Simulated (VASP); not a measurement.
# LiTmH4 (Pmmm) in VASP: relaxation of cell and atoms with PBE

Aim: the relaxation of cell and atoms of LiTmH4 with PBE.

Everything below comes from runs of VASP 6.6.1. Logs are shortened: lines on timing, memory, paths and dates and some standing lists are left out, and cuts for length are marked.

## 1. The cell of the first run

It takes space group Pmmm (No. 47, orthorhombic). Conventional cell: a = 3.130 Å, b = 3.494 Å, c = 5.422 Å, α = 90.00°, β = 90.00°, γ = 90.00°. Li (site symmetry mmm) has 12 H at 2.52 Å and 2 Li at 3.13 Å and 4 Tm at 3.13 Å within 3.3 Å. Tm (site symmetry mmm) has 12 H at 2.51 Å and 2 Tm at 3.13 Å and 4 Li at 3.13 Å within 3.3 Å. H (site symmetry mm2) has 3 H at 1.81 to 1.83 Å within 2.4 Å. Within 2.4 Å of H (site symmetry mm2) lie 3 H at 1.79 to 1.81 Å.

The cell was generated, and may not be a known phase.

## 2. Relaxation of cell and atoms, PBE

Input file INCAR:

```
SYSTEM = LiTmH4
  PREC = Accurate
  ENCUT = 750
  EDIFF = 1E-7
  ISMEAR = 0
  SIGMA = 0.15
  LREAL = .False.
  LASPH = .True.
  NELM = 200
  ALGO = Normal
  ISIF = 3
  LWAVE = .False.
  LCHARG = .False.
  GGA = PE
  IBRION = 2
  NSW = 36
  EDIFFG = -0.08
  GGA_COMPAT = .False.
  NELMIN = 4
  LMAXMIX = 6
```

Input file KPOINTS:

```
Automatic mesh
0
Gamma
  4 3 2
  0 0 0
```

Input file POSCAR:

```
LiTmH4
1.0
    3.1296383800      0.0000000000      0.0000000000
    0.0000000000      3.4942941300      0.0000000000
    0.0000000000      0.0000000000      5.4220141300
Li Tm H
1 1 4
Direct
    0.5000000000      0.0000000000      0.5000000000
    0.0000000000      0.0000000000      0.0000000000
    0.0000000000      0.5000000000      0.6684151300
    0.5000000000      0.5000000000      0.1651348500
    0.5000000000      0.5000000000      0.8348651500
    0.0000000000      0.5000000000      0.3315848700
```

Potentials or basis: VASP PAW PBE potentials, release 64 (Li_sv, Tm_3, H), 4f in core.

Launch:

```console
> cat potpaw_PBE.64/Li_sv/POTCAR potpaw_PBE.64/Tm_3/POTCAR potpaw_PBE.64/H/POTCAR > POTCAR
> mpirun -np 1 vasp_std > vasp.out
```

OUTCAR:

```text
SYSTEM = LiTmH4
   PREC = Accurate
   ENCUT = 750
   EDIFF = 1E-7
   ISMEAR = 0
   LREAL = .False.
   LASPH = .True.
   NELM = 200
   ISIF = 3
   GGA = PE
   IBRION = 2
   NSW = 36
   EDIFFG = -0.08
   NELMIN = 4

 ion  position               nearest neighbor table
   1  0.500  0.000  0.500-   2 3.13   2 3.13   2 3.13   2 3.13
   2  0.000  0.000  0.000-   1 3.13   1 3.13   1 3.13   1 3.13
   3  0.000  0.500  0.668-
   4  0.500  0.500  0.165-
   5  0.500  0.500  0.835-
   6  0.000  0.500  0.332-

  LATTYP: Found a simple orthorhombic cell.
 ALAT       =     3.1296383800
 B/A-ratio  =     1.1165168961
 C/A-ratio  =     1.7324730437

  Lattice vectors:

 A1 = (   3.1296383800,   0.0000000000,   0.0000000000)
 A2 = (   0.0000000000,   3.4942941300,   0.0000000000)
 A3 = (   0.0000000000,   0.0000000000,   5.4220141300)

Analysis of symmetry for initial positions (statically):
=====================================================================
 Subroutine PRICEL returns:
 Original cell was already a primitive cell.

 Routine SETGRP: Setting up the symmetry group for a
 simple orthorhombic supercell.

 Subroutine GETGRP returns: Found  8 space group operations
 (whereof  8 operations were pure point group operations)
 out of a pool of  8 trial point group operations.

The static configuration has the point symmetry D_2h.

Analysis of symmetry for dynamics (positions and initial velocities):
=====================================================================
 Subroutine PRICEL returns:
 Original cell was already a primitive cell.

 Routine SETGRP: Setting up the symmetry group for a
 simple orthorhombic supercell.

 Subroutine GETGRP returns: Found  8 space group operations
 (whereof  8 operations were pure point group operations)
 out of a pool of  8 trial point group operations.

The dynamic configuration has the point symmetry D_2h.

 Subroutine INISYM returns: Found  8 space group operations
 (whereof  8 operations are pure point group operations),
 and found     1 'primitive' translations

----------------------------------------------------------------------------------------

                                     Primitive cell

  volume of cell :      59.2945

  direct lattice vectors                    reciprocal lattice vectors
     3.129638380  0.000000000  0.000000000     0.319525734  0.000000000  0.000000000
     0.000000000  3.494294130  0.000000000     0.000000000  0.286180832  0.000000000
     0.000000000  0.000000000  5.422014130     0.000000000  0.000000000  0.184433308

  length of vectors
     3.129638380  3.494294130  5.422014130     0.319525734  0.286180832  0.184433308

  position of ions in fractional coordinates (direct lattice)
     0.500000000  0.000000000  0.500000000
     0.000000000  0.000000000  0.000000000
     0.000000000  0.500000000  0.668415130
     0.500000000  0.500000000  0.165134850
     0.500000000  0.500000000  0.834865150
     0.000000000  0.500000000  0.331584870

  ion indices of the primitive-cell ions
   primitive index   ion index
                 1           1
                 2           2
                 3           3
                 4           4
                 5           5
                 6           6

----------------------------------------------------------------------------------------

 KPOINTS: Automatic mesh

Automatic generation of k-mesh.
 Grid dimensions read from file:
 generate k-points for:    4    3    2

 Generating k-lattice:

  Cartesian coordinates                     Fractional coordinates (reciprocal lattice)
     0.079881433  0.000000000  0.000000000     0.250000000  0.000000000  0.000000000
     0.000000000  0.095393611  0.000000000     0.000000000  0.333333333  0.000000000
     0.000000000  0.000000000  0.092216654     0.000000000  0.000000000  0.500000000

  Length of vectors
     0.079881433  0.095393611  0.092216654

  Shift w.r.t. Gamma in fractional coordinates (k-lattice)
     0.000000000  0.000000000  0.000000000

 Subroutine IBZKPT returns following result:
 ===========================================

 Found     12 irreducible k-points:

 Following reciprocal coordinates:
            Coordinates               Weight
  0.000000  0.000000  0.000000      1.000000
  0.250000  0.000000  0.000000      2.000000
  0.500000  0.000000  0.000000      1.000000
  0.000000  0.333333  0.000000      2.000000
  0.250000  0.333333  0.000000      4.000000
  0.500000  0.333333  0.000000      2.000000
  0.000000  0.000000  0.500000      1.000000
  0.250000  0.000000  0.500000      2.000000
  0.500000  0.000000  0.500000      1.000000
  0.000000  0.333333  0.500000      2.000000
  0.250000  0.333333  0.500000      4.000000
  0.500000  0.333333  0.500000      2.000000
   k-points           NKPTS =     12   k-points in BZ     NKDIM =     12   number of bands    NBANDS=     12
   number of dos      NEDOS =    301   number of ions     NIONS =      6
   total plane-waves  NPLWV =  43008
   dimension x,y,z NGX =    28 NGY =   32 NGZ =   48
   dimension x,y,z NGXF=    56 NGYF=   64 NGZF=   96
   ions per type =               1   1   4
   NGX,Y,Z   is equivalent  to a cutoff of  14.87, 15.22, 14.72 a.u.
   NGXF,Y,Z  is equivalent  to a cutoff of  29.75, 30.45, 29.43 a.u.
 SYSTEM =  LiTmH4
   PREC   = accura    normal or accurate (medium, high low for compatibility)
   ISTART =      0    job   : 0-new  1-cont  2-samecut
   ICHARG =      2    charge: 1-file 2-atom 10-const
   ISPIN  =      1    spin polarized calculation?
   LNONCOLLINEAR =      F non collinear calculations
   LSORBIT =      F    spin-orbit coupling
   LASPH  =      T    aspherical Exc in radial PAW
   ENCUT  =  750.0 eV  55.12 Ry    7.42 a.u.   6.99  7.80 12.11*2*pi/ulx,y,z
   NELM   =    200;   NELMIN=  4; NELMDL= -5     # of ELM steps
   EDIFF  = 0.1E-06   stopping-criterion for ELM
   LREAL  =      F    real-space projection
   EDIFFG = -.8E-01   stopping-criterion for IOM
   NSW    =     36    number of steps for IOM
   IBRION =      2    ionic relax: 0-MD 1-quasi-New 2-CG
   NFREE  =      1    steps in history (QN), initial steepest desc. (CG)
   ISIF   =      3    stress and relaxation
   ISYM   =      2    0-nonsym 1-usesym 2-fastsym
   POTIM  = 0.5000    time-step for ionic-motion
   TEBEG  =    0.0;   TEEND  =   0.0 temperature during run
   PSTRESS=    0.0 pullay stress
   NELECT =      16.0000    total number of electrons
   NUPDOWN=      -1.0000    fix difference up-down
   EMIN   =  10.00;   EMAX   =-10.00  energy-range for DOS
   EFERMI =   0.00;   METHOD = LEGACY
   ISMEAR =     0;   SIGMA  =   0.15  broadening in eV -4-tet -1-fermi 0-gaus
   EFERMI_NEDOS =   21; number of points for ismear=-14 and -15
   IALGO  =     38    algorithm
   IMIX   =      4    mixing-type and parameters
     AMIX     =   0.40;   BMIX     =  1.00
     AMIX_MAG =   1.60;   BMIX_MAG =  1.00
  volume/ion in A,a.u.               =       9.88        66.69
  Fermi-wavevector in a.u.,A,eV,Ry     =   1.057897  1.999136 15.226908  1.119146
  Thomas-Fermi vector in A             =   2.193187
   LORBIT       =      0    0 simple, 1 ext, 2 COOP (PROOUT), +10 PAW based schemes
   GGA     = PE    functional components
   LHFCALC =     F    Hartree Fock is set to
   AEXX    =    0.0000 exact exchange contribution
   IVDW    =     0    specifies the selected vdW correction
   LEPSILON=     F    determine dielectric tensor
   LRPA    =     F    only Hartree local field effects (RPA)
 conjugate gradient relaxation of ions
 non-spin polarized calculation
 Gauss-broadening in eV      SIGMA  =   0.15
  energy-cutoff  :      750.00
  volume of cell :       59.29
 maximum number of plane-waves:      2794
 NGX is ok and might be reduce to    28
   NGX = 13   NGY = 15   NGZ = 25

--------------------------------------- Ionic step        1  -------------------------------------------

 number of electron      16.0000000 magnetization

 Free energy of the ion-electron system (eV)
  ---------------------------------------------------
  ext. energy  EPLUGINS =         0.00000000
  ---------------------------------------------------
  free energy    TOTEN  =       -18.50531015 eV

  energy without entropy =      -18.48080472  energy(sigma->0) =      -18.49305744

------------------------ aborting loop because EDIFF is reached ----------------------------------------

  FORCE on cell =-STRESS in cart. coord.  units (eV):
  Direction    XX          YY          ZZ          XY          YZ          ZX
  --------------------------------------------------------------------------------------
  -------------------------------------------------------------------------------------
  Total        2.7251047     -8.8450468     -0.0932843     -0.0000000      0.0000000      0.0000000
  in kB       73.6341909   -238.9992053     -2.5206043     -0.0000000      0.0000000      0.0000000
  external PRESSURE =     -55.9618729 kB  Pullay stress =       0.0000000 kB
[... 25 lines left out ...]
  energy  without entropy=      -18.4808047169  energy(sigma->0) =      -18.49305744

--------------------------------------- Ionic step        2  -------------------------------------------

 number of electron      15.9999999 magnetization

 E-fermi :   2.6061     XC(G=0):  -9.5188

 val. band max:        2.5153613566   @ k =   0.2500   0.3333   0.0000
 cond. band min:       2.7785229965   @ k =   0.2500   0.0000   0.0000
 fundamental gap:      0.2631616400
 Fermi energy:         2.6061142413

 k-point     1 :       0.0000    0.0000    0.0000
  band No.  band energies     occupation
      1     -44.5671      2.00000
      2     -22.8506      2.00000
      3     -22.4447      2.00000
      4     -22.3977      2.00000
      5      -6.6173      2.00000
      6      -2.4717      2.00000
      7      -1.4596      2.00000
      8       2.2382      1.99948
      9       6.1768      0.00000
     10       6.5392      0.00000
     11       6.7706      0.00000
     12       7.0906      0.00000
[... 236 lines left out ...]
  FREE ENERGIE OF THE ION-ELECTRON SYSTEM (eV)
  ---------------------------------------------------
  free  energy   TOTEN  =       -19.6837453642 eV

  energy  without entropy=      -19.6618040356  energy(sigma->0) =      -19.67277470

 E-fermi :   3.0655     XC(G=0): -10.0794

 val. band max:        3.0094693766   @ k =   0.2500   0.3333   0.0000
 cond. band min:       3.0893494334   @ k =   0.0000   0.0000   0.5000
 fundamental gap:      0.0798800568
 Fermi energy:         3.0655236229

 k-point     1 :       0.0000    0.0000    0.0000
  band No.  band energies     occupation
      1     -43.9834      2.00000
      2     -21.5967      2.00000
      3     -21.4989      2.00000
      4     -19.7977      2.00000
      5      -6.5178      2.00000
      6      -2.0225      2.00000
      7      -1.9763      2.00000
      8       2.6030      1.99999
      9       5.2279      0.00000
     10       6.2879      0.00000
     11       8.7591      0.00000
     12      10.4954      0.00000
[... 151 lines left out ...]
 k-point    12 :       0.5000    0.3333    0.5000
  band No.  band energies     occupation
      1     -43.9559      2.00000
      2     -22.4758      2.00000
      3     -21.6028      2.00000
      4     -21.0960      2.00000
      5      -3.5632      2.00000
      6      -1.6164      2.00000
      7      -0.0746      2.00000
      8       1.2825      2.00000
      9       5.8759      0.00000
     10       6.6275      0.00000
     11       6.8415      0.00000
     12       8.3060      0.00000

[... ionic steps 4 to 12 ...]

--------------------------------------- Ionic step       13  -------------------------------------------

 number of electron      16.0000001 magnetization

------------------------ aborting loop because EDIFF is reached ----------------------------------------

  FORCE on cell =-STRESS in cart. coord.  units (eV):
  Direction    XX          YY          ZZ          XY          YZ          ZX
  --------------------------------------------------------------------------------------
  -------------------------------------------------------------------------------------
  Total       -0.1423050     -0.2943499     -0.4341053      0.0000000      0.0000000      0.0000000
  in kB       -4.2205016     -8.7298709    -12.8747574      0.0000000      0.0000000      0.0000000
  external PRESSURE =      -8.6083766 kB  Pullay stress =       0.0000000 kB
[... 65 lines left out ...]
  energy  without entropy=      -20.1080323233  energy(sigma->0) =      -20.11509662

--------------------------------------- Ionic step       15  -------------------------------------------

 number of electron      16.0000002 magnetization

 Free energy of the ion-electron system (eV)
  ---------------------------------------------------
  ext. energy  EPLUGINS =         0.00000000
  ---------------------------------------------------
  free energy    TOTEN  =       -20.12971281 eV

  energy without entropy =      -20.11834141  energy(sigma->0) =      -20.12402711

 E-fermi :   2.4159     XC(G=0):  -9.5789

 val. band max:        2.3815111984   @ k =   0.2500   0.0000   0.5000
 cond. band min:       2.7444460444   @ k =   0.5000   0.0000   0.5000
 fundamental gap:      0.3629348460
 Fermi energy:         2.4159106927

 k-point     1 :       0.0000    0.0000    0.0000
  band No.  band energies     occupation
      1     -44.7852      2.00000
      2     -22.3869      2.00000
      3     -22.2844      2.00000
      4     -21.1762      2.00000
      5      -6.4584      2.00000
      6      -2.8334      2.00000
      7      -1.5627      2.00000
      8       1.9604      1.99998
      9       4.4606      0.00000
     10       5.6938      0.00000
     11       7.4301      0.00000
     12       8.1934      0.00000
[... 196 lines left out ...]
  FREE ENERGIE OF THE ION-ELECTRON SYSTEM (eV)
  ---------------------------------------------------
  free  energy   TOTEN  =       -20.1297128105 eV

  energy  without entropy=      -20.1183414100  energy(sigma->0) =      -20.12402711

 reached required accuracy - stopping structural energy minimisation
```

Wall time 1.7 min (1 thread of Intel Xeon 6975P-C (Granite Rapids), shared host); peak memory 0.22 GiB.

What came out:

* Free energy: -20.1297 eV
* Relaxed volume: 8.92 Å³/atom
* Relaxed cell: a = 3.456 Å, b = 2.729 Å, c = 5.674 Å, α = 90.00°, β = 90.00°, γ = 90.00°
* Space group after relaxing (to 0.1 Å): Pmmm (No. 47)
* Energy gained by relaxing: 270.7 meV/atom
* Ionic steps: 15
* Pressure after relaxing: 0.2 GPa
* Largest force after relaxing: 0.041 eV/Å
* Band gap on the k mesh: zero (bands 8 and 9 overlap by 1.89 eV)

Forces in eV/Å, atoms in the order of the input:
```
Li   0.000  0.000  0.000
Tm   0.000  0.000  0.000
H    0.000  0.000  0.027
H    0.000  0.000  0.041
H    0.000  0.000 -0.041
H    0.000  0.000 -0.027
```

Stress tensor (GPa, compression positive):
```
 1.17  0.00  0.00
 0.00 -0.70  0.00
 0.00  0.00  0.06
```

The path:
```
step  energy change (eV)  largest force (eV/Å)  pressure (GPa)  volume (Å³)
   1              0.0000                0.4247           -5.60        59.29
   2             -0.6332                0.4098           -3.99        56.24
   3             -1.1784                0.4964           -0.59        52.69
   4             -0.8635                0.6815           19.03        44.93
   5             -1.3497                0.4541            1.94        50.73
   6             -1.3662                0.5443            9.74        47.28
   7             -1.4384                0.4432            4.42        49.27
   8             -1.4409                0.4850            6.48        48.42
   9             -1.4455                0.4686            5.64        48.75
  10             -1.5585                0.2650            2.98        51.07
  11             -1.5657                0.1932            2.21        51.89
  12             -1.6038                0.2375           -0.40        53.66
  13             -1.6049                0.2475           -0.86        54.02
  14             -1.6169                0.1722           -0.47        53.81
  15             -1.6244                0.0409            0.18        53.52
```

Final structure:
```
Li Tm H
1.0
     3.45617    0.00000    0.00000
     0.00000    2.72942    0.00000
     0.00000    0.00000    5.67366
Li Tm H
1 1 4
Cartesian
  1.7281 0.0000 2.8368
  0.0000 0.0000 0.0000
  0.0000 1.3647 3.9742
  1.7281 1.3647 0.9658
  1.7281 1.3647 4.7079
  0.0000 1.3647 1.6994
```

Levels at points of the mesh, in eV from the Fermi level:
```csv
k point,band 4,band 5,band 6,band 7,band 8,band 9,band 10,band 11,band 12
"(0.00, 0.00, 0.00)",-23.59,-8.87,-5.25,-3.98,-0.46,2.04,3.28,5.01,5.78
"(0.50, 0.00, 0.00)",-23.57,-6.05,-5.49,-4.65,-2.17,-0.43,3.16,5.75,6.79
"(0.00, 0.00, 0.50)",-23.59,-8.47,-6.50,-2.64,-0.18,0.36,2.79,6.06,6.89
"(0.50, 0.00, 0.50)",-23.57,-5.38,-4.83,-4.65,-4.62,0.33,4.80,5.55,6.33
```

Caveat: the k points lie up to 0.77 Å⁻¹ apart in the final cell, too coarse for converged energies and pressures of a metal; a cell axis changed by over 15 % at a fixed basis, so the end point is rough; spin-orbit coupling is left out, which moves the levels of the heavy elements; the 4f electrons are frozen in the core, so they carry no moment and show no levels; the relaxation stopped at a loose force limit of 0.08 eV/Å, so its end isn't a converged minimum. Spin polarisation is off, so any magnetic state and its effect on volume and gap are missing.

The gap in the log of VASP goes by the Fermi energy; the results here count the filled bands.